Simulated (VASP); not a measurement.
Runs of VASP 6.6.1 on Pt. The structure is that of space group P6_3/mmc (No. 194), or close to it. The cells are those of the table. 

```csv
spin,fixed moment (μB),cell,pressure (GPa),moment (μB)
"collinear, ferromagnetic start",0.4,"a = 2.667, b = 2.667, c = 4.605 Å, angles 90.0, 90.0, 120.0°, 2 atoms",17.1,0.40
"collinear, ferromagnetic start",0.3,"a = 2.825, b = 2.825, c = 4.878 Å, angles 90.0, 90.0, 120.0°, 2 atoms",-26.5,0.30
"collinear, ferromagnetic start",0.3,"a = 2.787, b = 2.787, c = 4.813 Å, angles 90.0, 90.0, 120.0°, 2 atoms",-19.9,0.30
off,-,"a = 2.580, b = 2.580, c = 4.456 Å, angles 90.0, 90.0, 120.0°, 2 atoms",66.0,-
"collinear, ferromagnetic start",1.0,"a = 2.535, b = 2.535, c = 4.377 Å, angles 90.0, 90.0, 120.0°, 2 atoms",(a),1.00
"collinear, ferromagnetic start",0.3,"a = 2.862, b = 2.862, c = 4.942 Å, angles 90.0, 90.0, 120.0°, 2 atoms",-31.3,0.30
"collinear, ferromagnetic start",0.7,"a = 2.748, b = 2.748, c = 4.746 Å, angles 90.0, 90.0, 120.0°, 2 atoms",(c),0.70
"collinear, ferromagnetic start",0.6,"a = 2.862, b = 2.862, c = 4.942 Å, angles 90.0, 90.0, 120.0°, 2 atoms",(b),0.60
```

Alike in all rows: task single point; level LDA; potentials or basis VASP PAW LDA potentials, release 64 (Pt); k mesh 21 × 21 × 10; cutoff (eV) 520; smearing gaussian 0.15 eV.

**Question.** Fill in the values left out.

**Answer.** (a) 105.6; (b) -31.1; (c) -10.5.

Caveats: the total moment is fixed, so each spin has its own Fermi level (some runs).
